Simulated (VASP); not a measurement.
Write the native input for VASP 6.6.1 that does the following.

```yaml
Task: single point
Functional: LDA
Potentials_or_basis: VASP PAW LDA potentials, release 64 (I)
Cutoff: 520 eV
k_mesh: 22 × 22 × 22
Occupations: gaussian, width 0.15 eV
Spin: no spin polarisation
Dipole_correction: no
Further_INCAR_settings: ALGO = Normal; EDIFF = 1e-07; NBANDS = 10
```

The structure of I lies in POSCAR:

```
I
1.0
   -1.5220843711      1.5220843711      4.8160055811
    1.5220843711     -1.5220843711      4.8160055811
    1.5220843711      1.5220843711     -4.8160055811
I
1
Direct
    0.0000000000      0.0000000000      0.0000000000
```

This cell differs from its parent crystal: ratio of the length along z to the lengths across it x 1.2, volume and fractional coordinates fixed.

One way to write it, as run:

INCAR

```
SYSTEM = I
PREC = Accurate ; ENCUT = 520
EDIFF = 1E-7 ; ISMEAR = 0
SIGMA = 0.15 ; LREAL = .False.
LASPH = .True. ; NELM = 100
ALGO = Normal ; ISIF = 2
LWAVE = .False. ; LCHARG = .True.
GGA = CA ; LELF = .True.
LVHAR = .True. ; NBANDS = 10
```

KPOINTS

```
regular mesh
0
Gamma
  22 22 22
  0 0 0
```

Potentials or basis: VASP PAW LDA potentials, release 64 (I).

The run is started by

```sh
$ cat potpaw_LDA.64/I/POTCAR > POTCAR
$ mpirun -np 1 vasp_std > vasp.out
```

It gave:

- Pressure: 3.1 GPa

Caveat: an odd number of electrons without spin polarisation forces a metal; a magnetic or distorted state may lie lower.

It took 3.9 min on 1 thread of Intel(R) Xeon(R) 6975P-C (Granite Rapids), with other jobs on the host, peak memory 0.47 GiB.
